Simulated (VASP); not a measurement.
**Cu: single point with r2SCAN**

The system is Cu.

```
CELL_PARAMETERS angstrom
4.01042 0.00000 0.00000
-2.00521 3.47313 0.00000
0.00000 0.00000 2.40717
ATOMIC_POSITIONS crystal
Cu 0.00000 0.00000 0.00000
Cu 0.33333 0.66667 0.50000
Cu 0.66667 0.33333 0.50000
```

This cell differs from its parent crystal: volume scaled by 0.96.

* Program: VASP 6.6.1
* Task: single point
* Functional: r2SCAN
* Potentials or basis: VASP PAW PBE potentials, release 64 (Cu)
* Cutoff: 520 eV
* k mesh: 10 × 10 × 14
* Occupations: fermi-dirac, width 0.1 eV
* Spin: no spin polarisation
* Dipole correction: no
* Further INCAR settings: ALGO = Normal; EDIFF = 1e-06; NBANDS = 24

* Pressure: 7.6 GPa

Stress tensor (GPa, compression positive):
```
7.88 0.00 0.00
0.00 7.88 0.00
0.00 0.00 7.17
```

Levels at points of the mesh, in eV from the Fermi level:
```tsv
k point	band 14	band 15	band 16	band 17	band 18	band 19
(0.00, 0.00, 0.00)	-2.60	-1.74	-1.74	4.87	4.87	4.88
(0.50, 0.00, 0.00)	-1.99	-1.95	-1.82	-1.69	-0.89	4.74
(0.00, 0.00, 0.50)	-1.88	-1.39	-0.34	0.41	9.04	9.38
(0.50, 0.00, 0.50)	-1.76	-1.55	0.67	0.71	3.84	4.22
```

Wall time 4.3 min on 1 thread of Intel Xeon 6975P-C, on a shared host, peak memory 0.2 GiB.

Caveat: the PAW data sets were made with another functional, which shifts forces and pressure a little.
